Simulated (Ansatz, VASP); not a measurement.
# Two plane-wave programs on Ni

```xyz
2
Lattice="0.0000 2.5820 2.5820 2.5820 0.0000 2.5820 2.5820 2.5820 0.0000" Properties=species:S:1:pos:R:3 pbc="T T T"
Ni    0.6455    0.6455    0.6455
Ni    4.5185    4.5185    4.5185
```

Alike in both runs: functional RPBE; k mesh 11 × 11 × 11; occupations fermi-dirac, width 0.05 eV; collinear spin.

Ansatz relaxed the structure, and its values are those at the end. VASP's run is a single point on that final structure, the one shown.

|  | VASP | Ansatz |
| --- | --- | --- |
| version | VASP 6.6.1 | Ansatz 0.2.0 |
| potentials or method | VASP PAW PBE potentials, release 64 (Ni), cutoff 520 eV | plane waves (420 eV) with PAW, scalar-relativistic |
| valence electrons in the cell | 20 | 36 |

```csv
,VASP,Ansatz,Ansatz less VASP
pressure (GPa),0.1,0.0,-0.11
net moment per atom (μB),0.80,0.82,+0.012
size of the moment on the site where the two differ most (μB),0.81,0.86,+0.045
```

VASP's potentials were made for PBE, not for RPBE. Site moments also hang on the region over which each program counts them. VASP's potentials hold 20 valence electrons a cell and Ansatz's 36, so a difference there can come from the potentials and not from the codes.
